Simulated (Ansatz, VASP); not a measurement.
# Two plane-wave programs on Hf

```
Hf
1.0
     3.15845    0.00000    0.00000
    -1.57923    2.73530    0.00000
     0.00000    0.00000   28.50450
Hf
6
Direct
  0.83333 0.16667 0.28415
  0.16667 0.83333 0.36651
  0.83333 0.16667 0.45676
  0.16667 0.83333 0.54324
  0.83333 0.16667 0.63349
  0.16667 0.83333 0.71585
```

Alike in both runs: functional PBEsol; k mesh 12 × 12 × 1; occupations fermi-dirac, width 0.08 eV; no spin polarisation.

Ansatz relaxed the structure, and its values are those at the end. VASP's run is a single point on that final structure, the one shown.

```csv
,VASP,Ansatz
version,VASP 6.6.1,Ansatz 0.2.0
potentials or method,"VASP PAW PBE potentials, release 64 (Hf_pv)","PAW with Ansatz's default frozen-core files, scalar-relativistic"
plane-wave cutoff (eV),520,420
valence electrons in the cell,60,156
```

Ansatz gave:

```
rms of the force components (eV/Å) : 0.001
```

Task: Which values does VASP return?

Result: rms of the force components (eV/Å): 0.017.

VASP's potentials were made for PBE, not for PBEsol. VASP's potentials hold 60 valence electrons a cell and Ansatz's 156, so a difference there can come from the potentials and not from the codes. Ansatz's warnings: stress scf threshold loose.

Neither program's run includes spin-orbit coupling.
